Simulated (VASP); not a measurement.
# AlN (Pm) in VASP: further runs

AlN is run at these levels: LDA; tasks: single point.

Everything below comes from runs of VASP 6.6.1. Logs are shortened: lines on timing, memory, paths and dates and some standing lists are left out, and cuts for length are marked.

**1. The cell of the first run**

The structure is monoclinic, space group Pm (No. 6). Conventional cell: a = 3.276 Å, b = 4.101 Å, c = 5.674 Å, α = 90.00°, β = 90.00°, γ = 90.00°. Al (site symmetry m) has 4 N at 1.54 to 2.10 Å within 2.1 Å. Al (site symmetry m) has 5 N at 1.89 to 2.05 Å within 2.5 Å. Within 2.5 Å of Al (site symmetry m) lie 5 N at 1.89 to 2.05 Å. Al (site symmetry m) has 5 N at 1.89 to 2.05 Å within 2.5 Å. Within 2.5 Å of N (site symmetry m) lie 5 Al at 1.89 to 2.10 Å. N (site symmetry m) has 5 Al at 1.89 to 2.05 Å within 2.5 Å. Within 2.1 Å of N (site symmetry m) lie 5 Al at 1.54 to 2.05 Å. N (site symmetry m) has 5 Al at 1.89 to 2.30 Å within 2.5 Å.

**2. Single point, LDA (atom 1 (Al) moved by +0.248 Å along [1 0 0] and +0.372 Å along [1 2 0])**

File INCAR:

```
SYSTEM = AlN
PREC = Accurate
ENCUT = 520
EDIFF = 1E-6
ISMEAR = 0
SIGMA = 0.05
LREAL = .False.
LASPH = .True.
NELM = 100
ALGO = Normal
ISIF = 2
LWAVE = .False.
LCHARG = .True.
LELF = .True.
LVHAR = .True.
NBANDS = 26
```

File KPOINTS:

```
Automatic mesh
0
Gamma
  8 6 4
  0 0 0
```

File POSCAR:

```
AlN
1.0
   -1.6378403119      2.8368226349      0.0000000000
    0.0000000000      0.0000000000      4.1006264518
    4.9135209358      2.8368226349      0.0000000000
Al N
4 4
Direct
    0.5604947408      0.7500000000      0.2373045514
    1.0000000000      0.7500000000      0.6666666667
    0.0000000000      0.2500000000      0.3333333333
    0.5000000000      0.2500000000      0.8333333333
    0.5000000000      0.2500000000      0.1666666667
    1.0000000000      0.2500000000      0.6666666667
    0.0000000000      0.7500000000      0.3333333333
    0.5000000000      0.7500000000      0.8333333333
```

Potentials or basis: VASP PAW LDA potentials, release 64 (Al, N).

Run with:

```bash
> cat potpaw_LDA.64/Al/POTCAR potpaw_LDA.64/N/POTCAR > POTCAR
> mpirun -np 1 vasp_std > vasp.out
```

OUTCAR:

```text
SYSTEM = AlN
   PREC = Accurate
   ENCUT = 520
   EDIFF = 1E-6
   ISMEAR = 0
   LREAL = .False.
   LASPH = .True.
   NELM = 100
   ISIF = 2

 ion  position               nearest neighbor table
   1  0.560  0.750  0.237-   7 1.54   7 1.92   5 2.10   5 2.10   8 2.30   3 2.56   3 2.56   3 2.81
                             3 2.81   2 2.83   2 3.05   4 3.08   4 3.08
   2  0.000  0.750  0.667-   8 1.89   8 1.89   7 1.89   6 2.05   6 2.05   4 2.79   4 2.79   4 2.79
                             4 2.79   3 2.79   3 2.79   1 2.83   1 3.05
   3  0.000  0.250  0.333-   5 1.89   5 1.89   6 1.89   7 2.05   7 2.05   1 2.56   1 2.56   2 2.79
                             2 2.79   1 2.81   1 2.81   4 3.28   4 3.28   4 3.28   4 3.28
   4  0.500  0.250  0.833-   6 1.89   6 1.89   5 1.89   8 2.05   8 2.05   2 2.79   2 2.79   2 2.79
                             2 2.79   1 3.08   1 3.08   3 3.28   3 3.28   3 3.28   3 3.28
   5  0.500  0.250  0.167-   3 1.89   3 1.89   4 1.89   1 2.10   1 2.10
   6  0.000  0.250  0.667-   4 1.89   4 1.89   3 1.89   2 2.05   2 2.05
   7  0.000  0.750  0.333-   1 1.54   2 1.89   1 1.92   3 2.05   3 2.05
   8  0.500  0.750  0.833-   2 1.89   2 1.89   4 2.05   4 2.05   1 2.30

  LATTYP: Found a simple orthorhombic cell.
 ALAT       =     3.2756806238
 B/A-ratio  =     1.2518395176
 C/A-ratio  =     1.7320508076

  Lattice vectors:

 A1 = (  -1.6378403119,   2.8368226349,   0.0000000000)
 A2 = (   0.0000000000,   0.0000000000,   4.1006264518)
 A3 = (   4.9135209358,   2.8368226349,   0.0000000000)

Analysis of symmetry for initial positions (statically):
=====================================================================
 Subroutine PRICEL returns:
 Original cell was already a primitive cell.

 Routine SETGRP: Setting up the symmetry group for a
 simple orthorhombic supercell.

 Subroutine GETGRP returns: Found  2 space group operations
 (whereof  1 operations were pure point group operations)
 out of a pool of  8 trial point group operations.

The static configuration has the point symmetry C_1 .
 The point group associated with its full space group is C_1h.

Analysis of symmetry for dynamics (positions and initial velocities):
=====================================================================
 Subroutine PRICEL returns:
 Original cell was already a primitive cell.

 Routine SETGRP: Setting up the symmetry group for a
 simple orthorhombic supercell.

 Subroutine GETGRP returns: Found  2 space group operations
 (whereof  1 operations were pure point group operations)
 out of a pool of  8 trial point group operations.

The dynamic configuration has the point symmetry C_1 .
 The point group associated with its full space group is C_1h.

 Subroutine INISYM returns: Found  2 space group operations
 (whereof  1 operations are pure point group operations),
 and found     1 'primitive' translations

----------------------------------------------------------------------------------------

                                     Primitive cell

  volume of cell :      76.2103

  direct lattice vectors                    reciprocal lattice vectors
    -1.637840312  2.836822635  0.000000000    -0.152640033  0.264380293  0.000000000
     0.000000000  0.000000000  4.100626452     0.000000000  0.000000000  0.243865178
     4.913520936  2.836822635  0.000000000     0.152640033  0.088126764  0.000000000

  length of vectors
     3.275680624  4.100626452  5.673645270     0.305280067  0.243865178  0.176253529

  position of ions in fractional coordinates (direct lattice)
     0.560494741  0.750000000  0.237304551
     0.000000000  0.750000000  0.666666667
     0.000000000  0.250000000  0.333333333
     0.500000000  0.250000000  0.833333333
     0.500000000  0.250000000  0.166666667
     0.000000000  0.250000000  0.666666667
     0.000000000  0.750000000  0.333333333
     0.500000000  0.750000000  0.833333333

  ion indices of the primitive-cell ions
   primitive index   ion index
                 1           1
                 2           2
                 3           3
                 4           4
                 5           5
                 6           6
                 7           7
                 8           8

----------------------------------------------------------------------------------------

 KPOINTS: Automatic mesh

Automatic generation of k-mesh.
 Grid dimensions read from file:
 generate k-points for:    8    6    4

 Generating k-lattice:

  Cartesian coordinates                     Fractional coordinates (reciprocal lattice)
    -0.019080004  0.033047537  0.000000000     0.125000000  0.000000000  0.000000000
     0.000000000  0.000000000  0.040644196     0.000000000  0.166666667  0.000000000
     0.038160008  0.022031691  0.000000000     0.000000000  0.000000000  0.250000000

  Length of vectors
     0.038160008  0.040644196  0.044063382

  Shift w.r.t. Gamma in fractional coordinates (k-lattice)
     0.000000000  0.000000000  0.000000000

 Subroutine IBZKPT returns following result:
 ===========================================

 Found     72 irreducible k-points:

 Following reciprocal coordinates:
            Coordinates               Weight
  0.000000  0.000000  0.000000      1.000000
  0.125000  0.000000  0.000000      2.000000
  0.250000  0.000000  0.000000      2.000000
  0.375000  0.000000  0.000000      2.000000
  0.500000  0.000000  0.000000      1.000000
  0.000000  0.166667  0.000000      2.000000
[... 16 lines left out ...]
  0.125000  0.000000 -0.250000      2.000000
  0.250000  0.000000  0.250000      2.000000
 [... further k-points ...]
   k-points           NKPTS =     72   k-points in BZ     NKDIM =     72   number of bands    NBANDS=     26
   number of dos      NEDOS =    301   number of ions     NIONS =      8
   total plane-waves  NPLWV =  30240
   dimension x,y,z NGX =    24 NGY =   30 NGZ =   42
   dimension x,y,z NGXF=    48 NGYF=   60 NGZF=   84
   ions per type =               4   4
   NGX,Y,Z   is equivalent  to a cutoff of  12.18, 12.16, 12.31 a.u.
   NGXF,Y,Z  is equivalent  to a cutoff of  24.36, 24.32, 24.61 a.u.
 SYSTEM =  AlN
   PREC   = accura    normal or accurate (medium, high low for compatibility)
   ISTART =      0    job   : 0-new  1-cont  2-samecut
   ICHARG =      2    charge: 1-file 2-atom 10-const
[... 24 lines left out ...]
   IMIX   =      4    mixing-type and parameters
     AMIX     =   0.40;   BMIX     =  1.00
     AMIX_MAG =   1.60;   BMIX_MAG =  1.00
  volume/ion in A,a.u.               =       9.53        64.29
  Fermi-wavevector in a.u.,A,eV,Ry     =   1.225896  2.316607 20.447110  1.502820
  Thomas-Fermi vector in A             =   2.360917
   LORBIT       =      0    0 simple, 1 ext, 2 COOP (PROOUT), +10 PAW based schemes
   GGA     = CA    functional components
   LHFCALC =     F    Hartree Fock is set to
   AEXX    =    0.0000 exact exchange contribution
   IVDW    =     0    specifies the selected vdW correction
   LEPSILON=     F    determine dielectric tensor
   LRPA    =     F    only Hartree local field effects (RPA)
 non-spin polarized calculation
 Gauss-broadening in eV      SIGMA  =   0.05
  energy-cutoff  :      520.00
  volume of cell :       76.21
 maximum number of plane-waves:      2088
   NGX = 13   NGY = 15   NGZ = 21

 number of electron      32.0000003 magnetization

 Free energy of the ion-electron system (eV)
  ---------------------------------------------------
  ext. energy  EPLUGINS =         0.00000000
  ---------------------------------------------------
  free energy    TOTEN  =       -62.61727989 eV

  energy without entropy =      -62.61727989  energy(sigma->0) =      -62.61727989

 E-fermi :   8.3973     XC(G=0): -11.6687

 val. band max:        8.1387364560   @ k =   0.0000   0.0000   0.0000
 cond. band min:      11.0157210784   @ k =   0.0000   0.0000   0.0000
 fundamental gap:      2.8769846224
 Fermi energy:         8.3972792748

 k-point     1 :       0.0000    0.0000    0.0000
  band No.  band energies     occupation
      1      -9.1475      2.00000
      2      -6.8839      2.00000
      3      -5.8151      2.00000
      4      -4.4338      2.00000
      5       0.7567      2.00000
      6       1.3899      2.00000
[... 18 lines left out ...]
     25      17.7977      0.00000
     26      18.8033      0.00000

 k-point     2 :       0.1250    0.0000    0.0000
  band No.  band energies     occupation
      1      -9.0130      2.00000
      2      -6.7716      2.00000
      3      -5.8409      2.00000
      4      -4.4450      2.00000
      5       0.8989      2.00000
      6       1.2856      2.00000
[... 18 lines left out ...]
     25      17.9706      0.00000
     26      18.7126      0.00000

 k-point     3 :       0.2500    0.0000    0.0000
  band No.  band energies     occupation
      1      -8.6329      2.00000
      2      -6.4663      2.00000
      3      -5.9634      2.00000
      4      -4.5168      2.00000
      5       0.9816      2.00000
      6       1.3101      2.00000
[... 18 lines left out ...]
     25      17.8677      0.00000
     26      18.4948      0.00000

 k-point     4 :       0.3750    0.0000    0.0000
  band No.  band energies     occupation
      1      -8.1016      2.00000
      2      -6.3402      2.00000
      3      -5.9761      2.00000
      4      -4.7060      2.00000
      5       0.8276      2.00000
      6       1.9207      2.00000
[... 18 lines left out ...]
     25      17.8014      0.00000
     26      18.9582      0.00000

 k-point     5 :       0.5000    0.0000    0.0000
  band No.  band energies     occupation
      1      -7.7582      2.00000
      2      -6.5855      2.00000
      3      -5.7325      2.00000
      4      -4.8740      2.00000
      5       0.9254      2.00000
      6       1.7354      2.00000
[... 18 lines left out ...]
     25      17.7703      0.00000
     26      19.2399      0.00000

 k-point     6 :       0.0000    0.1667    0.0000
  band No.  band energies     occupation
      1      -8.9819      2.00000
      2      -6.7987      2.00000
      3      -5.9484      2.00000
      4      -4.7436      2.00000
      5       0.8029      2.00000
      6       1.4021      2.00000
[... 427 lines left out ...]
 k-point    21 :      -0.0000    0.0000    0.2500
  band No.  band energies     occupation
      1      -9.0319      2.00000
      2      -7.2649      2.00000
      3      -5.6178      2.00000
      4      -4.3516      2.00000
      5       0.8885      2.00000
      6       1.7265      2.00000
[... 18 lines left out ...]
     25      17.1292      0.00000
     26      18.5694      0.00000

 k-point    22 :       0.1250    0.0000    0.2500
  band No.  band energies     occupation
      1      -8.9002      2.00000
      2      -7.1551      2.00000
      3      -5.6309      2.00000
      4      -4.3771      2.00000
      5       1.0296      2.00000
      6       1.6320      2.00000
[... 18 lines left out ...]
     25      17.7620      0.00000
     26      18.2961      0.00000

 k-point    23 :       0.1250    0.0000   -0.2500
  band No.  band energies     occupation
      1      -8.9028      2.00000
      2      -7.1440      2.00000
      3      -5.6438      2.00000
      4      -4.3756      2.00000
      5       1.0257      2.00000
      6       1.6778      2.00000
[... 18 lines left out ...]
     25      17.7894      0.00000
     26      18.2597      0.00000

 k-point    24 :       0.2500    0.0000    0.2500
  band No.  band energies     occupation
      1      -8.5327      2.00000
      2      -6.8540      2.00000
      3      -5.7134      2.00000
      4      -4.4936      2.00000
      5       1.2361      2.00000
      6       1.4319      2.00000
[... 18 lines left out ...]
     25      17.8670      0.00000
     26      18.3431      0.00000

 [... further k-points ...]
[... 5 lines left out ...]
  --------------------------------------------------------------------------------------
  -------------------------------------------------------------------------------------
  Total       -0.9084278     14.8943499      0.4288695     -3.4339747      0.0000000      0.0000000
  in kB      -19.0979627    313.1253247      9.0161636    -72.1927744      0.0000000      0.0000000
  external PRESSURE =     101.0145085 kB  Pullay stress =       0.0000000 kB

 VOLUME and BASIS-vectors are now :
 -----------------------------------------------------------------------------
  energy-cutoff  :      520.00
  volume of cell :       76.21
      direct lattice vectors                 reciprocal lattice vectors
    -1.637840312  2.836822635  0.000000000    -0.152640033  0.264380293  0.000000000
     0.000000000  0.000000000  4.100626452     0.000000000  0.000000000  0.243865178
     4.913520936  2.836822635  0.000000000     0.152640033  0.088126764  0.000000000

 POSITION                                       TOTAL-FORCE (eV/Angst)
 -----------------------------------------------------------------------------------
      0.24800      2.26322      3.07547        -1.158815    -12.995074      0.000000
      3.27568      1.89122      3.07547         1.632636      1.120715      0.000000
      1.63784      0.94561      1.02516        -0.451675      0.550485      0.000000
      3.27568      3.78243      1.02516         0.434098      0.188507      0.000000
      0.00000      1.89122      1.02516         1.316940      1.232289      0.000000
      3.27568      1.89122      1.02516        -0.725015     -0.401341      0.000000
      1.63784      0.94561      3.07547        -1.032295     10.071385      0.000000
      3.27568      3.78243      3.07547        -0.015874      0.233035      0.000000
 -----------------------------------------------------------------------------------
    total drift:                                0.000244     -0.000030     -0.000000

  FREE ENERGIE OF THE ION-ELECTRON SYSTEM (eV)
  ---------------------------------------------------
  free  energy   TOTEN  =       -62.6172798859 eV

  energy  without entropy=      -62.6172798859  energy(sigma->0) =      -62.61727989
```

Wall time 37 s (1 thread of Intel Xeon 6975P-C (Granite Rapids), shared host); peak memory 0.22 GiB.

What came out:

* Free energy: -62.6173 eV
* Pressure: 10.1 GPa
* Largest force: 13.047 eV/Å
* Band gap on the k mesh: 2.88 eV, direct

Forces in eV/Å, atoms in the order of the input:
```
Al   -1.159 -12.995   0.000
Al    1.633   1.121   0.000
Al   -0.452   0.550   0.000
Al    0.434   0.189   0.000
N     1.317   1.232   0.000
N    -0.725  -0.401   0.000
N    -1.032  10.071   0.000
N    -0.016   0.233   0.000
```

Caveat: the cell differs from its parent crystal (atom 1 (Al) moved by +0.248 Å along [1 0 0] and +0.372 Å along [1 2 0]); forces of over 1 eV/Å act on the atoms, so gaps and moduli don't describe the material at rest.

**3. Single point, LDA (atom 1 (Al) moved by +0.248 Å along [1 0 0] and +0.620 Å along [1 2 0])**

File INCAR:

```
PREC = Accurate
ENCUT = 520
EDIFF = 1E-6
ISMEAR = 0
SIGMA = 0.05
LREAL = F
LASPH = T
NELM = 100
ALGO = Normal
ISIF = 2
LWAVE = F
LCHARG = F
NBANDS = 26
```

File KPOINTS:

```
Automatic mesh
0
Gamma
  8 6 4
```

Edit POSCAR of step 2 so:

```diff
@@ -8,3 +8,3 @@
 Direct
-    0.5604947408      0.7500000000      0.2373045514
+    0.6260610535      0.7500000000      0.2591599889
     1.0000000000      0.7500000000      0.6666666667
```

Potentials or basis: VASP PAW LDA potentials, release 64 (Al, N).

Run with:

```bash
> cat potpaw_LDA.64/Al/POTCAR potpaw_LDA.64/N/POTCAR > POTCAR
> mpirun -np 1 vasp_std > vasp.out
```

Wall time 36 s (1 thread of Intel Xeon 6975P-C (Granite Rapids), shared host); peak memory 0.22 GiB.

Results (log left out):

```
Free energy            : -56.4278 eV
Pressure               : 32.2 GPa
Largest force          : 41.531 eV/Å
Band gap on the k mesh : 2.63 eV, direct
```

Forces on the atoms (eV/Å):
```
Al    5.040 -41.224   0.000
Al    1.872   1.622   0.000
Al   -0.916   1.301   0.000
Al    0.574   0.256   0.000
N     1.468   1.871   0.000
N    -0.951  -0.561   0.000
N    -6.549  36.665   0.000
N    -0.539   0.071   0.000
```

Stress tensor (GPa, compression positive):
```
 -0.65 -18.99   0.00
-18.99  95.18   0.00
  0.00   0.00   2.20
```

Levels at points of the mesh, in eV from the valence-band top:
```csv
k point,band 12,band 13,band 14,band 15,band 16,band 17,band 18,band 19,band 20,band 21
"(0.00, 0.00, 0.00)",-2.75,-2.22,-1.24,-0.76,0.00,2.63,4.06,4.60,6.61,7.22
"(0.50, 0.00, 0.00)",-3.54,-3.26,-2.22,-2.20,-1.35,4.53,5.00,6.19,6.49,6.77
"(0.00, 0.50, 0.00)",-2.53,-2.45,-1.80,-1.69,-1.13,4.38,5.02,5.77,6.28,8.03
"(0.50, 0.50, 0.00)",-3.80,-2.05,-0.87,-0.60,-0.40,4.80,5.18,6.68,6.83,8.44
"(0.00, 0.00, 0.50)",-2.50,-1.89,-1.66,-0.70,-0.57,4.13,5.19,5.89,6.33,7.38
"(0.50, 0.00, 0.50)",-3.80,-3.37,-2.56,-1.64,-0.65,3.06,4.29,5.98,6.28,7.50
"(0.00, 0.50, 0.50)",-2.71,-2.35,-1.89,-1.35,-1.01,4.27,5.03,5.66,6.52,8.10
"(0.50, 0.50, 0.50)",-2.87,-2.62,-1.31,-1.23,-1.13,3.82,4.42,5.39,5.76,8.67
```

Caveat: the cell differs from its parent crystal (atom 1 (Al) moved by +0.248 Å along [1 0 0] and +0.620 Å along [1 2 0]); forces of over 1 eV/Å act on the atoms, so gaps and moduli don't describe the material at rest.

**4. Single point, LDA (atom 1 (Al) moved by +0.124 Å along [1 0 0] and -0.496 Å along [1 2 0])**

File INCAR:

```
SYSTEM = AlN
ALGO = Normal ; EDIFF = 1E-6
ENCUT = 520 ; ISIF = 2
ISMEAR = 0 ; LASPH = .True.
LCHARG = .False. ; LREAL = .False.
LWAVE = .False. ; NBANDS = 26
NELM = 60 ; PREC = Accurate
SIGMA = 0.05
```

File KPOINTS:

```
k-points
0
Gamma
  8 6 4
  0 0 0
```

Edit POSCAR of step 3 so:

```diff
@@ -8,3 +8,3 @@
 Direct
-    0.6260610535      0.7500000000      0.2591599889
+    0.3499400104      0.7500000000      0.1418831557
     1.0000000000      0.7500000000      0.6666666667
```

Run with:

```bash
> cat potpaw_LDA.64/Al/POTCAR potpaw_LDA.64/N/POTCAR > POTCAR
> mpirun -np 1 vasp_std > vasp.out
```

It took 36 s on 1 thread of Intel Xeon 6975P-C (Granite Rapids), shared host; peak memory 0.22 GiB.

The run converged. Its results:

* Free energy: -62.9914 eV
* Pressure: 9.2 GPa
* Largest force: 8.854 eV/Å
* Band gap on the k mesh: 2.96 eV, direct

Forces in eV/Å, atoms in the order of the input:
```
Al  -6.694  5.795  0.000
Al  -0.834 -0.760  0.000
Al   0.665 -0.630  0.000
Al  -0.194  0.320  0.000
N    0.001 -1.359  0.000
N    0.244  0.090  0.000
N    7.211 -2.701  0.000
N   -0.399 -0.755  0.000
```

Stress tensor (GPa, compression positive):
```
27.33 -5.23  0.00
-5.23 -0.76  0.00
 0.00  0.00  1.00
```

Levels at points of the mesh, in eV from the valence-band top:
```
           k point  band 12  band 13  band 14  band 15  band 16  band 17  band 18  band 19  band 20  band 21
(0.00, 0.00, 0.00)    -3.05    -1.91    -1.65    -0.94     0.00     2.96     3.88     4.43     6.78     7.00
(0.50, 0.00, 0.00)    -3.57    -3.01    -2.42    -2.30    -2.03     4.96     5.10     6.01     6.21     7.77
(0.00, 0.50, 0.00)    -2.56    -2.52    -1.90    -1.88    -1.53     4.41     4.85     5.81     5.94     8.16
(0.50, 0.50, 0.00)    -4.51    -1.28    -1.23    -1.02    -0.66     5.22     5.66     6.48     6.56     8.80
(0.00, 0.00, 0.50)    -3.20    -1.69    -1.40    -0.98    -0.88     3.94     4.97     5.92     6.25     7.65
(0.50, 0.00, 0.50)    -3.78    -3.26    -2.63    -1.69    -1.20     3.41     4.08     6.45     7.32     7.38
(0.00, 0.50, 0.50)    -2.29    -2.08    -1.95    -1.89    -1.55     4.27     4.94     5.39     6.09     8.47
(0.50, 0.50, 0.50)    -3.04    -2.01    -2.00    -1.78    -1.33     4.42     4.67     5.36     5.64     9.27
```

Caveat: the cell differs from its parent crystal (atom 1 (Al) moved by +0.124 Å along [1 0 0] and -0.496 Å along [1 2 0]); forces of over 1 eV/Å act on the atoms, so gaps and moduli don't describe the material at rest. A k mesh can miss the band edges.
